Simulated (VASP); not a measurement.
SnSe2, 3 atoms in the cell. Symmetry: P-3m1, No. 164, trigonal system. The conventional cell has a = 3.811 Å, b = 3.811 Å, c = 6.136 Å, α = 90.00°, β = 90.00°, γ = 120.00°. Sn (site symmetry -3m) has 6 Se at 2.68 Å within 3.5 Å. Within 3.5 Å of Se (site symmetry 3m) lie 3 Sn at 2.68 Å. 

| Quantity | Value |
| --- | --- |
| Program | VASP 6.6.1 |
| Task | single point |
| Functional | HSE06 |
| Potentials or basis | VASP PAW PBE potentials, release 64 (Sn_d, Se) |
| Cutoff | 400 eV |
| k mesh | 4 × 4 × 3 |
| Occupations | fermi-dirac, width 0.05 eV |
| Spin | no spin polarisation |
| Dipole correction | no |
| Grid for exact exchange (PRECFOCK) | Normal |
| Further INCAR settings | ALGO = Normal; EDIFF = 1e-06; NBANDS = 20 |
| Share of exact exchange | 0.25 |
| Screening parameter | 0.2079 1/Å |

Potentials or basis: VASP PAW PBE potentials, release 64 (Sn_d, Se).

Launch:

```bash
$ cat potpaw_PBE.64/Sn_d/POTCAR potpaw_PBE.64/Se/POTCAR > POTCAR
$ cp INCAR.step1 INCAR
$ mpirun -np 1 vasp_std > vasp.out
$ cp INCAR.step2 INCAR
$ mpirun -np 1 vasp_std > vasp.out
```

Hardware: 1 thread of Intel Xeon 8259CL, on a shared host.

Question: Estimate the wall time of this run.

Answer: Run time: 19 min on 1 thread of Intel Xeon 8259CL, with other jobs on the host, peak memory 0.29 GiB. Counts: k points 9.
